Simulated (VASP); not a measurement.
# WS2 (Cm) in VASP: single point with PBE+D3(BJ)

Aim: the single point of WS2 with PBE+D3(BJ).

Everything below comes from runs of VASP 6.6.1. Logs are shortened: lines on timing, memory, paths and dates and some standing lists are left out, and cuts for length are marked.

## Step 1: The cell of the first run

It takes space group Cm (No. 8, monoclinic). The conventional cell has a = 5.468 Å, b = 3.157 Å, c = 18.142 Å, α = 90.00°, β = 92.88°, γ = 90.00°. Within 3.2 Å of W (site symmetry m) lie 6 S at 2.41 Å and 6 W at 3.16 Å. Within 3.2 Å of W (site symmetry m) lie 6 S at 2.41 Å and 6 W at 3.16 Å. W (site symmetry m) has 6 S at 2.41 Å and 6 W at 3.16 Å within 3.2 Å. Within 3.2 Å of S (site symmetry m) lie 3 W at 2.41 Å and 7 S at 3.15 to 3.16 Å. Within 3.2 Å of S (site symmetry m) lie 3 W at 2.41 Å and 7 S at 3.15 to 3.16 Å. S (site symmetry m) has 3 W at 2.41 Å and 7 S at 3.15 to 3.16 Å within 3.2 Å. S (site symmetry m) has 3 W at 2.41 Å and 7 S at 3.15 to 3.16 Å within 3.2 Å. Within 3.2 Å of S (site symmetry m) lie 3 W at 2.41 Å and 7 S at 3.15 to 3.16 Å.

## Step 2: Single point, PBE+D3(BJ)

INCAR reads:

```
PREC = Accurate
ENCUT = 520
EDIFF = 1E-7
ISMEAR = 0
SIGMA = 0.05
LREAL = False
LASPH = True
NELM = 60
ALGO = Normal
ISIF = 2
LWAVE = False
LCHARG = True
GGA = PE
IVDW = 12
LELF = True
LVHAR = True
NBANDS = 49
```

KPOINTS reads:

```
regular mesh
0
Gamma
  10 10 2
```

POSCAR reads:

```
WS2
1.0
   -1.5785988150     -2.7342133524      0.0000000000
    1.5785988150     -2.7342133524      0.0000000000
    0.0000000000     -0.9114044508     18.1187268322
W S
3 6
Direct
    0.8611009930      0.8611009930      0.8333940419
    0.3055454375      0.3055454375      0.1667273752
    0.5833232152      0.5833232152      0.5000607086
    0.9021947250      0.9021947250      0.5868316502
    0.1799725027      0.1799725027      0.9201649835
    0.6244169472      0.6244169472      0.2534983168
    0.9311292820      0.9311292820      0.4132243079
    0.2089070598      0.2089070598      0.7465576413
    0.6533515042      0.6533515042      0.0798909746
```

Potentials or basis: VASP PAW PBE potentials, release 64 (W_sv, S).

The run is started by

```bash
$ cat potpaw_PBE.64/W_sv/POTCAR potpaw_PBE.64/S/POTCAR > POTCAR
$ mpirun -np 1 vasp_std > vasp.out
```

OUTCAR:

```text
PREC = Accurate
   ENCUT = 520
   EDIFF = 1E-7
   ISMEAR = 0
   LREAL = False
   LASPH = True
   NELM = 60
   ISIF = 2
   GGA = PE
   IVDW = 12
 IVDW          = 12

 ion  position               nearest neighbor table
   1  0.861  0.861  0.833-   5 2.41   5 2.41   5 2.41   8 2.41   8 2.41   8 2.41
   2  0.306  0.306  0.167-   6 2.41   6 2.41   6 2.41   9 2.41   9 2.41   9 2.41
   3  0.583  0.583  0.500-   4 2.41   4 2.41   4 2.41   7 2.41   7 2.41   7 2.41
   4  0.902  0.902  0.587-   3 2.41   3 2.41   3 2.41
   5  0.180  0.180  0.920-   1 2.41   1 2.41   1 2.41
   6  0.624  0.624  0.253-   2 2.41   2 2.41   2 2.41
   7  0.931  0.931  0.413-   3 2.41   3 2.41   3 2.41
   8  0.209  0.209  0.747-   1 2.41   1 2.41   1 2.41
   9  0.653  0.653  0.080-   2 2.41   2 2.41   2 2.41

  LATTYP: Found a base centered monoclinic cell.
 ALAT       =     5.4684267048
 B/A-ratio  =     0.5773502692
 C/A-ratio  =     3.3175236624
 COS(beta)  =    -0.0502382752

  Lattice vectors:

 A1 = (   1.5785988150,   2.7342133524,   0.0000000000)
 A2 = (  -1.5785988150,   2.7342133524,   0.0000000000)
 A3 = (   0.0000000000,  -0.9114044508,  18.1187268322)

Analysis of symmetry for initial positions (statically):
=====================================================================
 Subroutine PRICEL returns:
 Original cell was already a primitive cell.

 Routine SETGRP: Setting up the symmetry group for a
 base centered monoclinic supercell.

 Subroutine GETGRP returns: Found  2 space group operations
 (whereof  2 operations were pure point group operations)
 out of a pool of  4 trial point group operations.

The static configuration has the point symmetry C_1h.

Analysis of symmetry for dynamics (positions and initial velocities):
=====================================================================
 Subroutine PRICEL returns:
 Original cell was already a primitive cell.

 Routine SETGRP: Setting up the symmetry group for a
 base centered monoclinic supercell.

 Subroutine GETGRP returns: Found  2 space group operations
 (whereof  2 operations were pure point group operations)
 out of a pool of  4 trial point group operations.

The dynamic configuration has the point symmetry C_1h.

 Subroutine INISYM returns: Found  2 space group operations
 (whereof  2 operations are pure point group operations),
 and found     1 'primitive' translations

----------------------------------------------------------------------------------------

                                     Primitive cell

  volume of cell :     156.4090

  direct lattice vectors                    reciprocal lattice vectors
    -1.578598815 -2.734213352  0.000000000    -0.316736586 -0.182867953 -0.009198586
     1.578598815 -2.734213352  0.000000000     0.316736586 -0.182867953 -0.009198586
     0.000000000 -0.911404451 18.118726832     0.000000000  0.000000000  0.055191516

  length of vectors
     3.157197630  3.157197630 18.141634990     0.365851565  0.365851565  0.055191516

  position of ions in fractional coordinates (direct lattice)
     0.861100993  0.861100993  0.833394042
     0.305545438  0.305545438  0.166727375
     0.583323215  0.583323215  0.500060709
     0.902194725  0.902194725  0.586831650
     0.179972503  0.179972503  0.920164984
     0.624416947  0.624416947  0.253498317
     0.931129282  0.931129282  0.413224308
     0.208907060  0.208907060  0.746557641
     0.653351504  0.653351504  0.079890975

  ion indices of the primitive-cell ions
   primitive index   ion index
                 1           1
                 2           2
                 3           3
                 4           4
                 5           5
                 6           6
                 7           7
                 8           8
                 9           9

----------------------------------------------------------------------------------------

 KPOINTS: regular mesh

Automatic generation of k-mesh.
 Grid dimensions read from file:
 generate k-points for:   10   10    2

 Generating k-lattice:

  Cartesian coordinates                     Fractional coordinates (reciprocal lattice)
    -0.031673659 -0.018286795 -0.000919859     0.100000000 -0.000000000  0.000000000
     0.031673659 -0.018286795 -0.000919859    -0.000000000  0.100000000  0.000000000
     0.000000000  0.000000000  0.027595758     0.000000000  0.000000000  0.500000000

  Length of vectors
     0.036585156  0.036585156  0.027595758

  Shift w.r.t. Gamma in fractional coordinates (k-lattice)
     0.000000000  0.000000000  0.000000000

 Subroutine IBZKPT returns following result:
 ===========================================

 Found     62 irreducible k-points:

 Following reciprocal coordinates:
            Coordinates               Weight
  0.000000  0.000000  0.000000      1.000000
  0.100000  0.000000  0.000000      4.000000
  0.200000  0.000000  0.000000      4.000000
  0.300000  0.000000  0.000000      4.000000
  0.400000  0.000000  0.000000      4.000000
  0.500000  0.000000  0.000000      2.000000
[... 16 lines left out ...]
  0.300000  0.300000  0.000000      2.000000
  0.400000  0.300000 -0.000000      4.000000
 [... further k-points ...]
   k-points           NKPTS =     62   k-points in BZ     NKDIM =     62   number of bands    NBANDS=     49
   number of dos      NEDOS =    301   number of ions     NIONS =      9
   total plane-waves  NPLWV =  80640
   dimension x,y,z NGX =    24 NGY =   24 NGZ =  140
   dimension x,y,z NGXF=    48 NGYF=   48 NGZF=  280
   ions per type =               3   6
   NGX,Y,Z   is equivalent  to a cutoff of  12.64, 12.64, 12.83 a.u.
   NGXF,Y,Z  is equivalent  to a cutoff of  25.27, 25.27, 25.66 a.u.
 SYSTEM =  unknown system
   PREC   = accura    normal or accurate (medium, high low for compatibility)
   ISTART =      0    job   : 0-new  1-cont  2-samecut
   ICHARG =      2    charge: 1-file 2-atom 10-const
   ISPIN  =      1    spin polarized calculation?
   LNONCOLLINEAR =      F non collinear calculations
   LSORBIT =      F    spin-orbit coupling
   LASPH  =      T    aspherical Exc in radial PAW
   ENCUT  =  520.0 eV  38.22 Ry    6.18 a.u.   5.87  5.87 33.73*2*pi/ulx,y,z
   NELM   =     60;   NELMIN=  2; NELMDL= -5     # of ELM steps
   EDIFF  = 0.1E-06   stopping-criterion for ELM
   LREAL  =      F    real-space projection
   EDIFFG = 0.1E-05   stopping-criterion for IOM
   NSW    =      0    number of steps for IOM
   IBRION =     -1    ionic relax: 0-MD 1-quasi-New 2-CG
   NFREE  =      0    steps in history (QN), initial steepest desc. (CG)
   ISIF   =      2    stress and relaxation
   ISYM   =      2    0-nonsym 1-usesym 2-fastsym
   POTIM  = 0.5000    time-step for ionic-motion
   TEBEG  =    0.0;   TEEND  =   0.0 temperature during run
   PSTRESS=    0.0 pullay stress
   NELECT =      78.0000    total number of electrons
   NUPDOWN=      -1.0000    fix difference up-down
   EMIN   =  10.00;   EMAX   =-10.00  energy-range for DOS
   EFERMI =   0.00;   METHOD = LEGACY
   ISMEAR =     0;   SIGMA  =   0.05  broadening in eV -4-tet -1-fermi 0-gaus
   EFERMI_NEDOS =   21; number of points for ismear=-14 and -15
   IALGO  =     38    algorithm
   IMIX   =      4    mixing-type and parameters
     AMIX     =   0.40;   BMIX     =  1.00
     AMIX_MAG =   1.60;   BMIX_MAG =  1.00
  volume/ion in A,a.u.               =      17.38       117.28
  Fermi-wavevector in a.u.,A,eV,Ry     =   1.298232  2.453303 22.931356  1.685407
  Thomas-Fermi vector in A             =   2.429574
   LORBIT       =      0    0 simple, 1 ext, 2 COOP (PROOUT), +10 PAW based schemes
   GGA     = PE    functional components
   LHFCALC =     F    Hartree Fock is set to
   AEXX    =    0.0000 exact exchange contribution
   IVDW    =    12    specifies the selected vdW correction
   LEPSILON=     F    determine dielectric tensor
   LRPA    =     F    only Hartree local field effects (RPA)
 non-spin polarized calculation
 Gauss-broadening in eV      SIGMA  =   0.05
  energy-cutoff  :      520.00
  volume of cell :      156.41
 maximum number of plane-waves:      4236
   NGX = 11   NGY = 11   NGZ = 67

 number of electron      78.0000000 magnetization

 Free energy of the ion-electron system (eV)
  ---------------------------------------------------
  ext. energy  EPLUGINS =         0.00000000
  ---------------------------------------------------
  free energy    TOTEN  =       -70.73973757 eV

  energy without entropy =      -70.73973757  energy(sigma->0) =      -70.73973757

 E-fermi :   8.1647     XC(G=0): -11.0993

 val. band max:        7.8396538584   @ k =   0.0000   0.0000   0.5000
 cond. band min:       8.7846051581   @ k =  -0.2000   0.2000   0.0000
 fundamental gap:      0.9449512997
 Fermi energy:         8.1647190013

 k-point     1 :       0.0000    0.0000    0.0000
  band No.  band energies     occupation
      1     -66.9011      2.00000
      2     -66.8739      2.00000
      3     -66.8488      2.00000
      4     -31.1601      2.00000
      5     -31.1321      2.00000
      6     -31.1076      2.00000
[... 41 lines left out ...]
     48      10.2130      0.00000
     49      10.2441      0.00000

 k-point     2 :       0.1000    0.0000    0.0000
  band No.  band energies     occupation
      1     -66.8993      2.00000
      2     -66.8721      2.00000
      3     -66.8470      2.00000
      4     -31.1537      2.00000
      5     -31.1257      2.00000
      6     -31.1013      2.00000
[... 41 lines left out ...]
     48      10.1212      0.00000
     49      10.3551      0.00000

 k-point     3 :       0.2000    0.0000    0.0000
  band No.  band energies     occupation
      1     -66.8946      2.00000
      2     -66.8674      2.00000
      3     -66.8423      2.00000
      4     -31.1371      2.00000
      5     -31.1090      2.00000
      6     -31.1079      2.00000
[... 1081 lines left out ...]
     48      11.0525      0.00000
     49      11.4303      0.00000

 k-point    24 :       0.4000    0.3000   -0.0000
  band No.  band energies     occupation
      1     -66.8856      2.00000
      2     -66.8584      2.00000
      3     -66.8332      2.00000
      4     -31.2654      2.00000
      5     -31.2388      2.00000
      6     -31.2133      2.00000
[... 41 lines left out ...]
     48      10.9493      0.00000
     49      11.7944      0.00000

 [... further k-points ...]

------------------------ aborting loop because EDIFF is reached ----------------------------------------

 Edisp (eV)   -3.93071

 E8    (eV) :    -1.6523

  FORCE on cell =-STRESS in cart. coord.  units (eV):
  Direction    XX          YY          ZZ          XY          YZ          ZX
  --------------------------------------------------------------------------------------
  -------------------------------------------------------------------------------------
  Total       0.19355    -0.19976     0.20438     0.00000     0.00331     0.00000
  in kB       1.98261    -2.04625     2.09360     0.00000     0.03395     0.00000
  external pressure =        0.68 kB  Pullay stress =        0.00 kB

 VOLUME and BASIS-vectors are now :
 -----------------------------------------------------------------------------
  energy-cutoff  :      520.00
  volume of cell :      156.41
      direct lattice vectors                 reciprocal lattice vectors
    -1.578598815 -2.734213352  0.000000000    -0.316736586 -0.182867953 -0.009198586
     1.578598815 -2.734213352  0.000000000     0.316736586 -0.182867953 -0.009198586
     0.000000000 -0.911404451 18.118726832     0.000000000  0.000000000  0.055191516

 POSITION                                       TOTAL-FORCE (eV/Angst)
 -----------------------------------------------------------------------------------
      0.00000     -5.46843     15.10004         0.000000      0.004193     -0.017870
      0.00000     -1.82281      3.02089         0.000000      0.004451     -0.002399
      0.00000     -3.64562      9.06046         0.000000      0.000080      0.003260
      0.00000     -5.46843     10.63264         0.000000     -0.000163     -0.002084
      0.00000     -1.82281     16.67222         0.000000      0.002015     -0.054301
      0.00000     -3.64562      4.59307         0.000000     -0.006904      0.003782
      0.00000     -5.46843      7.48710         0.000000      0.000006     -0.001480
      0.00000     -1.82281     13.52667         0.000000     -0.006802      0.001105
      0.00000     -3.64562      1.44752         0.000000      0.003125      0.069988
 -----------------------------------------------------------------------------------
    total drift:                                0.000000     -0.000073      0.000190

  FREE ENERGIE OF THE ION-ELECTRON SYSTEM (eV)
  ---------------------------------------------------
  free  energy   TOTEN  =       -74.6704524349 eV

  energy  without entropy=      -74.6704524349  energy(sigma->0) =      -74.67045243
```

It took 4.4 min on 1 thread of Intel Xeon 6975P-C (Granite Rapids), shared host; peak memory 0.5 GiB.

What came out:

| Quantity | Value |
| --- | --- |
| Free energy | -74.6705 eV |
| Pressure | 0.1 GPa |
| Largest force | 0.070 eV/Å |
| Band gap on the k mesh | 0.94 eV, indirect (least direct gap 2.08 eV) |
| Dispersion energy per atom | -0.437 eV |

Forces in eV/Å, atoms in the order of the input:
```
W    0.000  0.004 -0.018
W    0.000  0.004 -0.002
W    0.000  0.000  0.003
S    0.000  0.000 -0.002
S    0.000  0.002 -0.054
S    0.000 -0.007  0.004
S    0.000  0.000 -0.001
S    0.000 -0.007  0.001
S    0.000  0.003  0.070
```

Stress tensor (GPa, compression positive):
```
 0.20  0.00  0.00
 0.00 -0.20  0.00
 0.00  0.00  0.21
```

Caveat: spin-orbit coupling is left out, which moves the levels of the heavy elements. Expect the measured gap to be larger: semilocal functionals such as PBE lack the derivative discontinuity.
